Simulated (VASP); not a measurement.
Set up this calculation in VASP 6.6.1, as the native input.

| Property | Result |
| --- | --- |
| Task | single point |
| Functional | LDA |
| Potentials or basis | VASP PAW LDA potentials, release 64 (Al, Ru_pv) |
| Cutoff | 520 eV |
| k mesh | 16 × 16 × 16 |
| Occupations | gaussian, width 0.15 eV |
| Spin | no spin polarisation |
| Dipole correction | no |
| Further INCAR settings | ALGO = Fast; EDIFF = 1e-07; NBANDS = 16 |

The structure of AlRu lies in POSCAR:

```
AlRu
1.0
    3.1112640000      0.0000000000      0.0000000000
    0.0000000000      2.9916000000      0.0000000000
    0.0000000000      0.0000000000      2.9916000000
Al Ru
1 1
Direct
    0.0000000000      0.0000000000      0.0000000000
    0.5000000000      0.5000000000      0.5000000000
```

This cell differs from its parent crystal: strain +0.0400 x Voigt [1, 0, 0, 0, 0, 0].

The input as run:

INCAR

```
SYSTEM = AlRu
ALGO = Fast ; EDIFF = 1E-7
ENCUT = 520 ; GGA = CA
ISIF = 2 ; ISMEAR = 0
LASPH = .True. ; LCHARG = .False.
LREAL = .False. ; LWAVE = .False.
NBANDS = 16 ; NELM = 100
PREC = Accurate ; SIGMA = 0.15
```

KPOINTS

```
k-points
0
Gamma
  16 16 16
  0 0 0
```

Potentials or basis: VASP PAW LDA potentials, release 64 (Al, Ru_pv).

Run with:

```bash
$ cat potpaw_LDA.64/Al/POTCAR potpaw_LDA.64/Ru_pv/POTCAR > POTCAR
$ mpirun -np 1 vasp_std > vasp.out
```

Results of the run:

* Pressure: -14.5 GPa
* Band gap on the k mesh: zero (an odd number of electrons rules out a gap without spin polarisation)

Caveat: the cell differs from its parent crystal (strain +0.0400 x Voigt [1, 0, 0, 0, 0, 0]); the cell stands under tension.

Run time: 110 s on 1 thread of Intel Xeon 8259CL, on a shared host, peak memory 0.27 GiB.
